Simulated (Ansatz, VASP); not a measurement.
**Si4P in VASP and in Ansatz**

```
Si P
1.0
     4.37314    0.00000    0.00000
    -2.18657    3.78725    0.00000
     0.00000    0.00000    6.84476
Si P
4 1
Direct
  0.33333 0.66667 0.00000
  0.66667 0.33333 0.00000
  0.00000 0.00000 0.33300
  0.00000 0.00000 0.66700
  0.00000 0.00000 0.00000
```

Alike in both runs: functional PBE; k mesh 12 × 12 × 6; occupations gaussian, width 0.1 eV; no spin polarisation.

Ansatz relaxed the structure, and its values are those at the end. VASP's run is a single point on that final structure, the one shown.

|  | VASP | Ansatz |
| --- | --- | --- |
| version | VASP 6.6.1 | Ansatz 0.2.0 |
| potentials or method | VASP PAW PBE potentials, release 64 (Si, P), cutoff 520 eV | scalar-relativistic, plane waves, PAW |
| valence electrons in the cell | 21 | 21 |

|  | VASP | Ansatz | Ansatz less VASP |
| --- | --- | --- | --- |
| gap on the k mesh at the Fermi level (eV) | none | none | - |
| pressure (GPa) | -0.1 | 0.0 | +0.06 |

A gap of «none» marks a metal or a gap that the smearing closes.
